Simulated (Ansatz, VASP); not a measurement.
Given: the input of a run of VASP 6.6.1 on CdGeAs2.

The input INCAR:

```
SYSTEM = CdGeAs2
PREC = Accurate
ENCUT = 520
EDIFF = 1E-7
ISMEAR = -1
SIGMA = 0.05
LREAL = .FALSE.
LASPH = .TRUE.
NELM = 100
ALGO = Normal
ISIF = 2
LWAVE = .FALSE.
LCHARG = .TRUE.
GGA = PS
LELF = .TRUE.
LVHAR = .TRUE.
NBANDS = 46
```

KPOINTS

```
regular mesh
0
G
  6 6 6
  0 0 0
```

POSCAR

```
CdGeAs2
1.0
   -2.9688143976      2.9688143976      5.6262801207
    2.9688143976     -2.9688143976      5.6262801207
    2.9688143976      2.9688143976     -5.6262801207
Cd As Ge
2 4 2
Direct
    0.5000000000      0.5000000000      0.0000000000
    0.2500000000      0.7500000000      0.5000000000
    0.0962175700      0.1250000000      0.4712175700
    0.3750000000      0.9037824300      0.0287824300
    0.6537824300      0.6250000000      0.5287824300
    0.8750000000      0.3462175700      0.9712175700
    0.7500000000      0.2500000000      0.5000000000
    0.0000000000      0.0000000000      0.0000000000
```

Potentials or basis: VASP PAW PBE potentials, release 64 (Cd, As, Ge_d).

The run is started by

```console
$ cat potpaw_PBE.64/Cd/POTCAR potpaw_PBE.64/As/POTCAR potpaw_PBE.64/Ge_d/POTCAR > POTCAR
$ mpirun -np 1 vasp_std > vasp.out
```

Problem. Translate it to Ansatz 0.2.0. Potentials there: all-electron LAPW, scalar-relativistic.

Solution. As run (the cutoff follows the program's own potentials):

The input input.yaml:

```yaml
crystal:
  lattice:
    - [-2.9688143976, 2.9688143976, 5.6262801207]
    - [2.9688143976, -2.9688143976, 5.6262801207]
    - [2.9688143976, 2.9688143976, -5.6262801207]
  atoms:
    - { symbol: Cd, position: [0.5, 0.5, 0.0] }
    - { symbol: Cd, position: [0.25, 0.75, 0.5] }
    - { symbol: As, position: [0.09621757, 0.125, 0.47121757] }
    - { symbol: As, position: [0.375, 0.90378243, 0.02878243] }
    - { symbol: As, position: [0.65378243, 0.625, 0.52878243] }
    - { symbol: As, position: [0.875, 0.34621757, 0.97121757] }
    - { symbol: Ge, position: [0.75, 0.25, 0.5] }
    - { symbol: Ge, position: [0.0, 0.0, 0.0] }
kpoints:
  mp_grid: { grid: [6, 6, 6] }
scf:
  occupations: { method: fermi_dirac, width: 0.05 }
hamiltonian:
  xc: pbesol
  pseudopotentials: { kind: all_electron, lapw: { basis_error: 0.001 } }
output:
  forces: true
  stress: true
  eigenvalues: true
```

Potentials or basis: all-electron LAPW, scalar-relativistic.

Run with:

```bash
$ ansatz run input.yaml --threads 4 --pin off --max-ram 12288MiB --backend cpu --events-out ev --progress --plain --runs-dir out
```

Both were run:

|  | VASP | Ansatz | Ansatz less VASP |
| --- | --- | --- | --- |
| gap on the k mesh at the Fermi level (eV) | 0.20 | 0.20 | 0.000 |
| least direct gap on the mesh (eV) | 0.22 | 0.22 | +0.002 |
| pressure (GPa) | 0.7 | 0.5 | -0.25 |
| rms of the force components (eV/Å) | 0.079 | 0.081 | +0.0029 |

VASP's potentials were made for PBE, not for PBEsol. Atom by atom the forces differ by 0.003 eV/Å (rms over components). Ansatz ran all-electron here, and VASP with PAW potentials.
